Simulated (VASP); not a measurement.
# Sn (I4/mmm) in VASP: further runs

The runs below take Sn through single point, with PBEsol+D3(BJ).

Program: VASP 6.6.1. These are calculated values, not measurements. Logs are shortened: lines on timing, memory, paths and dates and some standing lists are left out, and cuts for length are marked.

## 1. The cell of the first run

Symmetry: I4/mmm, No. 139, tetragonal system. Conventional cell: a = 4.092 Å, b = 4.092 Å, c = 3.486 Å, α = 90.00°, β = 90.00°, γ = 90.00°. Sn (site symmetry 4/mmm) has 14 Sn at 3.38 to 4.09 Å within 4.4 Å.

## 2. Single point, PBEsol+D3(BJ) (strain +0.080 along x and y, -0.080 along z)

Input file INCAR:

```
PREC = Accurate
ENCUT = 520
EDIFF = 1E-6
ISMEAR = 0
SIGMA = 0.15
LREAL = False
LASPH = True
NELM = 80
ALGO = Fast
ISIF = 2
LWAVE = False
LCHARG = False
GGA = PS
IVDW = 12
NBANDS = 13
```

Input file KPOINTS:

```
regular mesh
0
Gamma
  18 18 18
```

Input file POSCAR:

```
Sn
1.0
   -2.0462239647      2.0462239647      1.7430796737
    2.0462239647     -2.0462239647      1.7430796737
    2.0462239647      2.0462239647     -1.7430796737
Sn
1
Direct
    0.0000000000      0.0000000000      0.0000000000
```

Potentials or basis: VASP PAW PBE potentials, release 64 (Sn_d).

Command:

```bash
> cat potpaw_PBE.64/Sn_d/POTCAR > POTCAR
> mpirun -np 1 vasp_std > vasp.out
```

OUTCAR:

```text
PREC = Accurate
   ENCUT = 520
   EDIFF = 1E-6
   ISMEAR = 0
   LREAL = False
   LASPH = True
   NELM = 80
   ISIF = 2
   GGA = PS
   IVDW = 12
 IVDW          = 12

 ion  position               nearest neighbor table
   1  0.000  0.000  0.000-

  LATTYP: Found a body centered tetragonal cell.
 ALAT       =     4.0924479294
 C/A-ratio  =     0.8518518519

  Lattice vectors:

 A1 = (  -2.0462239647,   2.0462239647,   1.7430796737)
 A2 = (   2.0462239647,  -2.0462239647,   1.7430796737)
 A3 = (   2.0462239647,   2.0462239647,  -1.7430796737)

Analysis of symmetry for initial positions (statically):
=====================================================================
 Subroutine PRICEL returns:
 Original cell was already a primitive cell.

 Routine SETGRP: Setting up the symmetry group for a
 body centered tetragonal supercell.

 Subroutine GETGRP returns: Found 16 space group operations
 (whereof 16 operations were pure point group operations)
 out of a pool of 16 trial point group operations.

The static configuration has the point symmetry D_4h.

Analysis of symmetry for dynamics (positions and initial velocities):
=====================================================================
 Subroutine PRICEL returns:
 Original cell was already a primitive cell.

 Routine SETGRP: Setting up the symmetry group for a
 body centered tetragonal supercell.

 Subroutine GETGRP returns: Found 16 space group operations
 (whereof 16 operations were pure point group operations)
 out of a pool of 16 trial point group operations.

The dynamic configuration has the point symmetry D_4h.

 Subroutine INISYM returns: Found 16 space group operations
 (whereof 16 operations are pure point group operations),
 and found     1 'primitive' translations

----------------------------------------------------------------------------------------

                                     Primitive cell

  volume of cell :      29.1933

  direct lattice vectors                    reciprocal lattice vectors
    -2.046223965  2.046223965  1.743079674     0.000000000  0.244352529  0.286848621
     2.046223965 -2.046223965  1.743079674     0.244352529  0.000000000  0.286848621
     2.046223965  2.046223965 -1.743079674     0.244352529  0.244352529  0.000000000

  length of vectors
     3.378223169  3.378223169  3.378223169     0.376815989  0.376815989  0.345566660

  position of ions in fractional coordinates (direct lattice)
     0.000000000  0.000000000  0.000000000

  ion indices of the primitive-cell ions
   primitive index   ion index
                 1           1

----------------------------------------------------------------------------------------

 KPOINTS: regular mesh

Automatic generation of k-mesh.
 Grid dimensions read from file:
 generate k-points for:   18   18   18

 Generating k-lattice:

  Cartesian coordinates                     Fractional coordinates (reciprocal lattice)
     0.000000000  0.013575140  0.015936034     0.055555556  0.000000000  0.000000000
     0.013575140  0.000000000  0.015936034     0.000000000  0.055555556  0.000000000
     0.013575140  0.013575140  0.000000000     0.000000000  0.000000000  0.055555556

  Length of vectors
     0.020934222  0.020934222  0.019198148

  Shift w.r.t. Gamma in fractional coordinates (k-lattice)
     0.000000000  0.000000000  0.000000000

 Subroutine IBZKPT returns following result:
 ===========================================

 Found    480 irreducible k-points:

 Following reciprocal coordinates:
            Coordinates               Weight
  0.000000  0.000000  0.000000      1.000000
  0.055556  0.000000 -0.000000      8.000000
  0.111111  0.000000 -0.000000      8.000000
  0.166667  0.000000 -0.000000      8.000000
  0.222222  0.000000 -0.000000      8.000000
  0.277778  0.000000  0.000000      8.000000
[... 16 lines left out ...]
 -0.277778  0.055556  0.000000     16.000000
 -0.222222  0.055556  0.000000     16.000000
 [... further k-points ...]
   k-points           NKPTS =    480   k-points in BZ     NKDIM =    480   number of bands    NBANDS=     13
   number of dos      NEDOS =    301   number of ions     NIONS =      1
   total plane-waves  NPLWV =  21952
   dimension x,y,z NGX =    28 NGY =   28 NGZ =   28
   dimension x,y,z NGXF=    56 NGYF=   56 NGZF=   56
   ions per type =               1
   NGX,Y,Z   is equivalent  to a cutoff of  13.78, 13.78, 13.78 a.u.
   NGXF,Y,Z  is equivalent  to a cutoff of  27.56, 27.56, 27.56 a.u.
 SYSTEM =  unknown system
   PREC   = accura    normal or accurate (medium, high low for compatibility)
   ISTART =      0    job   : 0-new  1-cont  2-samecut
   ICHARG =      2    charge: 1-file 2-atom 10-const
   ISPIN  =      1    spin polarized calculation?
   LNONCOLLINEAR =      F non collinear calculations
   LSORBIT =      F    spin-orbit coupling
   LASPH  =      T    aspherical Exc in radial PAW
   ENCUT  =  520.0 eV  38.22 Ry    6.18 a.u.   6.28  6.28  6.28*2*pi/ulx,y,z
   NELM   =     80;   NELMIN=  2; NELMDL= -5     # of ELM steps
   EDIFF  = 0.1E-05   stopping-criterion for ELM
   LREAL  =      F    real-space projection
   EDIFFG = 0.1E-04   stopping-criterion for IOM
   NSW    =      0    number of steps for IOM
   IBRION =     -1    ionic relax: 0-MD 1-quasi-New 2-CG
   NFREE  =      0    steps in history (QN), initial steepest desc. (CG)
   ISIF   =      2    stress and relaxation
   ISYM   =      2    0-nonsym 1-usesym 2-fastsym
   POTIM  = 0.5000    time-step for ionic-motion
   TEBEG  =    0.0;   TEEND  =   0.0 temperature during run
   PSTRESS=    0.0 pullay stress
   NELECT =      14.0000    total number of electrons
   NUPDOWN=      -1.0000    fix difference up-down
   EMIN   =  10.00;   EMAX   =-10.00  energy-range for DOS
   EFERMI =   0.00;   METHOD = LEGACY
   ISMEAR =     0;   SIGMA  =   0.15  broadening in eV -4-tet -1-fermi 0-gaus
   EFERMI_NEDOS =   21; number of points for ismear=-14 and -15
   IALGO  =     68    algorithm
   IMIX   =      4    mixing-type and parameters
     AMIX     =   0.40;   BMIX     =  1.00
     AMIX_MAG =   1.60;   BMIX_MAG =  1.00
  volume/ion in A,a.u.               =      29.19       197.01
  Fermi-wavevector in a.u.,A,eV,Ry     =   1.281415  2.421522 22.341083  1.642023
  Thomas-Fermi vector in A             =   2.413786
   LORBIT       =      0    0 simple, 1 ext, 2 COOP (PROOUT), +10 PAW based schemes
   GGA     = PS    functional components
   LHFCALC =     F    Hartree Fock is set to
   AEXX    =    0.0000 exact exchange contribution
   IVDW    =    12    specifies the selected vdW correction
   LEPSILON=     F    determine dielectric tensor
   LRPA    =     F    only Hartree local field effects (RPA)
 non-spin polarized calculation
 RMM-DIIS sequential band-by-band and
 Gauss-broadening in eV      SIGMA  =   0.15
  energy-cutoff  :      520.00
  volume of cell :       29.19
 maximum number of plane-waves:       805
 NGX is ok and might be reduce to    28
   NGX = 13   NGY = 13   NGZ = 13

 number of electron      14.0000000 magnetization

 Free energy of the ion-electron system (eV)
  ---------------------------------------------------
  ext. energy  EPLUGINS =         0.00000000
  ---------------------------------------------------
  free energy    TOTEN  =        -4.19608636 eV

  energy without entropy =       -4.18921808  energy(sigma->0) =       -4.19265222

 E-fermi :   7.0966     XC(G=0): -10.1686

 val. band max:        7.0924134337   @ k =  -0.1667   0.3889   0.0556
 cond. band min:       7.0998099812   @ k =  -0.3889  -0.4444   0.3889
 fundamental gap:      0.0073965476
 Fermi energy:         7.0965893449

 k-point     1 :       0.0000    0.0000    0.0000
  band No.  band energies     occupation
      1     -14.3415      2.00000
      2     -14.2922      2.00000
      3     -14.2922      2.00000
      4     -14.2568      2.00000
      5     -14.1896      2.00000
      6      -3.5207      2.00000
      7      13.6935      0.00000
      8      13.6935      0.00000
      9      15.3152      0.00000
     10      17.4378      0.00000
     11      18.5078      0.00000
     12      19.1355      0.00000
     13      19.1355      0.00000

 k-point     2 :       0.0556    0.0000   -0.0000
  band No.  band energies     occupation
      1     -14.3388      2.00000
      2     -14.2916      2.00000
      3     -14.2911      2.00000
      4     -14.2548      2.00000
      5     -14.1910      2.00000
      6      -3.4529      2.00000
      7      13.4571      0.00000
      8      13.4770      0.00000
      9      14.9033      0.00000
     10      17.6179      0.00000
     11      18.2211      0.00000
     12      18.7248      0.00000
     13      19.0054      0.00000

 k-point     3 :       0.1111    0.0000   -0.0000
  band No.  band energies     occupation
      1     -14.3339      2.00000
      2     -14.2902      2.00000
      3     -14.2852      2.00000
      4     -14.2489      2.00000
      5     -14.1947      2.00000
      6      -3.2495      2.00000
      7      12.7777      0.00000
      8      12.9082      0.00000
      9      13.9757      0.00000
     10      17.3291      0.00000
     11      17.3476      0.00000
     12      18.9425      0.00000
     13      19.4102      0.00000

 k-point     4 :       0.1667    0.0000   -0.0000
  band No.  band energies     occupation
      1     -14.3328      2.00000
      2     -14.2895      2.00000
      3     -14.2695      2.00000
      4     -14.2389      2.00000
      5     -14.2001      2.00000
      6      -2.9104      2.00000
      7      11.4615      0.00000
      8      12.2653      0.00000
      9      13.1988      0.00000
     10      16.4940      0.00000
     11      16.6313      0.00000
     12      19.4110      0.00000
     13      19.9456      0.00000

 k-point     5 :       0.2222    0.0000   -0.0000
  band No.  band energies     occupation
      1     -14.3369      2.00000
      2     -14.2906      2.00000
      3     -14.2446      2.00000
      4     -14.2257      2.00000
      5     -14.2060      2.00000
      6      -2.4362      2.00000
      7       9.8322      0.00000
      8      11.6408      0.00000
      9      12.6416      0.00000
     10      15.7615      0.00000
     11      15.9617      0.00000
     12      19.4657      0.00000
     13      21.1886      0.00000
[... 257 lines left out ...]
 k-point    22 :      -0.3333    0.0556    0.0000
  band No.  band energies     occupation
      1     -14.3437      2.00000
      2     -14.2943      2.00000
      3     -14.2148      2.00000
      4     -14.2118      2.00000
      5     -14.1981      2.00000
      6      -1.4962      2.00000
      7       7.5047      0.00012
      8      10.2979      0.00000
      9      11.8807      0.00000
     10      14.9706      0.00000
     11      16.1093      0.00000
     12      20.5752      0.00000
     13      22.8586      0.00000

 k-point    23 :      -0.2778    0.0556    0.0000
  band No.  band energies     occupation
      1     -14.3369      2.00000
      2     -14.2909      2.00000
      3     -14.2323      2.00000
      4     -14.2223      2.00000
      5     -14.2082      2.00000
      6      -2.1562      2.00000
      7       9.0862      0.00000
      8      10.8069      0.00000
      9      12.3357      0.00000
     10      15.4793      0.00000
     11      16.6619      0.00000
     12      20.2590      0.00000
     13      21.7661      0.00000

 k-point    24 :      -0.2222    0.0556    0.0000
  band No.  band energies     occupation
      1     -14.3317      2.00000
      2     -14.2897      2.00000
      3     -14.2548      2.00000
      4     -14.2393      2.00000
      5     -14.2027      2.00000
      6      -2.6855      2.00000
      7      10.5166      0.00000
      8      11.6000      0.00000
      9      12.8801      0.00000
     10      16.1308      0.00000
     11      17.2550      0.00000
     12      19.8961      0.00000
     13      20.5808      0.00000

 [... further k-points ...]

------------------------ aborting loop because EDIFF is reached ----------------------------------------

 Edisp (eV)   -0.36119

 E8    (eV) :    -0.2545

  FORCE on cell =-STRESS in cart. coord.  units (eV):
  Direction    XX          YY          ZZ          XY          YZ          ZX
  --------------------------------------------------------------------------------------
  -------------------------------------------------------------------------------------
  Total      -1.17447    -1.17447    -1.22789     0.00000     0.00000    -0.00000
  in kB     -64.45678   -64.45678   -67.38888     0.00000     0.00000    -0.00000
  external pressure =      -65.43 kB  Pullay stress =        0.00 kB

 VOLUME and BASIS-vectors are now :
 -----------------------------------------------------------------------------
  energy-cutoff  :      520.00
  volume of cell :       29.19
      direct lattice vectors                 reciprocal lattice vectors
    -2.046223965  2.046223965  1.743079674     0.000000000  0.244352529  0.286848621
     2.046223965 -2.046223965  1.743079674     0.244352529  0.000000000  0.286848621
     2.046223965  2.046223965 -1.743079674     0.244352529  0.244352529  0.000000000

 POSITION                                       TOTAL-FORCE (eV/Angst)
 -----------------------------------------------------------------------------------
      0.00000      0.00000      0.00000        -0.000000      0.000000      0.000000
 -----------------------------------------------------------------------------------
    total drift:                               -0.000000     -0.000000      0.000000

  FREE ENERGIE OF THE ION-ELECTRON SYSTEM (eV)
  ---------------------------------------------------
  free  energy   TOTEN  =        -4.5572752864 eV

  energy  without entropy=       -4.5504070077  energy(sigma->0) =       -4.55384115
```

Run time: 2.1 min. Hardware: 1 thread of AMD EPYC 9R45 (Zen 5), shared host; peak memory 0.26 GiB.

Results:

```yaml
Free_energy: -4.5573 eV
Pressure: -6.5 GPa
Band_gap_on_the_k_mesh: zero (band 7 reaches 13.69 eV, above the bottom of band 8 at 5.13 eV)
Dispersion_energy_per_atom: -0.361 eV
```

Levels at points of the mesh, in eV from the Fermi level:
```
           k point  band 3  band 4  band 5  band 6  band 7  band 8  band 9  band 10  band 11  band 12
(0.00, 0.00, 0.00)  -21.39  -21.35  -21.29  -10.62    6.60    6.60    8.22    10.34    11.41    12.04
(0.50, 0.00, 0.00)  -21.32  -21.27  -21.24   -5.94   -3.93    2.92    4.30     6.94     7.32    13.54
(0.50, 0.50, 0.00)  -21.35  -21.32  -21.25   -7.01   -4.32    4.89    6.87     9.33     9.99    11.91
(0.50, 0.50, 0.50)  -21.26  -21.26  -21.24   -3.44   -1.26   -1.26    1.75     3.22     5.33    18.25
```

Caveat: the cell differs from its parent crystal (strain +0.080 along x and y, -0.080 along z); the PAW data sets were made with another functional, which shifts forces and pressure a little; spin-orbit coupling is left out, which moves the levels of the heavy elements; pairwise dispersion overbinds metals, which lowers pressure and volume.

## 3. Single point, PBEsol+D3(BJ) (strain +0.000 along x and y, +0.080 along z)

Input file INCAR:

```
PREC = Accurate
ENCUT = 520
EDIFF = 1E-7
ISMEAR = 0
SIGMA = 0.15
LREAL = F
LASPH = T
NELM = 100
ALGO = Fast
ISIF = 2
LWAVE = F
LCHARG = F
GGA = PS
IVDW = 12
NBANDS = 13
```

Input file KPOINTS:

```
Automatic mesh
0
Gamma
  18 18 18
```

Input file POSCAR:

```
Sn
1.0
   -1.8946518192      1.8946518192      2.0462239647
    1.8946518192     -1.8946518192      2.0462239647
    1.8946518192      1.8946518192     -2.0462239647
Sn
1
Direct
    0.0000000000      0.0000000000      0.0000000000
```

Potentials or basis: VASP PAW PBE potentials, release 64 (Sn_d).

Command:

```bash
> cat potpaw_PBE.64/Sn_d/POTCAR > POTCAR
> mpirun -np 1 vasp_std > vasp.out
```

Run time: 2.6 min. Hardware: 1 thread of AMD EPYC 9R45 (Zen 5), shared host; peak memory 0.26 GiB.

The run converged. Its results:

| Quantity | Value |
| --- | --- |
| Free energy | -4.5417 eV |
| Pressure | -7.0 GPa |
| Band gap on the k mesh | zero (band 7 reaches 14.08 eV, above the bottom of band 8 at 4.87 eV) |
| Dispersion energy per atom | -0.359 eV |

Stress tensor (GPa, compression positive):
```
-7.23  0.00  0.00
 0.00 -7.23  0.00
 0.00  0.00 -6.59
```

Levels at points of the mesh, in eV from the Fermi level:
```tsv
k point	band 3	band 4	band 5	band 6	band 7	band 8	band 9	band 10	band 11	band 12
(0.00, 0.00, 0.00)	-21.42	-21.34	-21.31	-10.58	7.04	7.29	7.29	11.37	11.77	11.77
(0.50, 0.00, 0.00)	-21.34	-21.32	-21.26	-6.50	-4.12	3.65	5.51	7.89	8.41	12.95
(0.50, 0.50, 0.00)	-21.32	-21.31	-21.25	-6.07	-3.92	2.82	4.33	6.84	7.26	15.63
(0.50, 0.50, 0.50)	-21.28	-21.27	-21.27	-3.08	-1.24	0.05	0.05	3.69	4.19	17.87
```

Caveat: the cell differs from its parent crystal (strain +0.000 along x and y, +0.080 along z); the PAW data sets were made with another functional, which shifts forces and pressure a little; spin-orbit coupling is left out, which moves the levels of the heavy elements; pairwise dispersion overbinds metals, which lowers pressure and volume.
